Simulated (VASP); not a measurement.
## HfIn4SiO6: single point with r2SCAN+rVV10

HfIn4SiO6:

```
CELL_PARAMETERS angstrom
2.67736 -4.63771 0.00459
2.67736 4.63771 0.00459
-1.83591 0.00000 7.19432
ATOMIC_POSITIONS crystal
Hf 0.20486 0.79514 0.00000
In 0.37195 0.62805 0.50000
In 0.53824 0.46176 0.00000
In 0.03529 0.96471 0.50000
In 0.70764 0.29236 0.50000
Si 0.87154 0.12846 0.00000
O 0.10659 0.06925 0.86414
O 0.93075 0.89341 0.13586
O 0.83809 0.37636 0.86425
O 0.62364 0.16191 0.13575
O 0.19919 0.46892 0.13583
O 0.53108 0.80081 0.86417
```

```json
{
 "Program": "VASP 6.6.1",
 "Task": "single point",
 "Functional": "r2SCAN",
 "Dispersion": "rVV10",
 "Potentials or basis": "VASP PAW PBE potentials, release 64 (Hf_pv, In_d, Si, O)",
 "Cutoff": "520 eV",
 "k mesh": "4 × 4 × 3",
 "Occupations": "fermi-dirac, width 0.05 eV",
 "Spin": "no spin polarisation"
}
```

```yaml
Pressure: -0.2 GPa
Largest_force: 0.156 eV/Å
Band_gap_on_the_k_mesh: zero (bands 51 and 52 overlap by 1.34 eV)
```

Forces in eV/Å, atoms in the order of the input:
```
Hf   0.000 -0.005  0.000
In   0.000  0.001  0.000
In   0.000  0.000  0.000
In   0.000  0.001  0.000
In   0.000 -0.002  0.000
Si   0.000 -0.002  0.000
O   -0.074 -0.129  0.029
O    0.074 -0.129 -0.029
O    0.152  0.001  0.031
O   -0.152  0.001 -0.031
O    0.078  0.132 -0.030
O   -0.078  0.132  0.030
```

Levels at points of the mesh, in eV from the Fermi level:
```tsv
k point	band 49	band 50	band 51	band 52	band 53	band 54
(0.00, 0.00, 0.00)	-0.70	-0.63	-0.54	-0.41	-0.36	-0.35
(0.50, 0.00, 0.00)	-4.18	-2.82	-1.98	1.15	1.45	1.78
(0.50, 0.50, 0.00)	-4.38	-2.74	-1.79	1.20	1.51	1.56
```

It took 16 min on 1 thread of Intel(R) Xeon(R) Platinum 8488C (Sapphire Rapids), with other jobs on the host, peak memory 0.74 GiB.

Caveat: the PAW data sets were made with another functional, which shifts forces and pressure a little; spin-orbit coupling is left out, which moves the levels of the heavy elements.
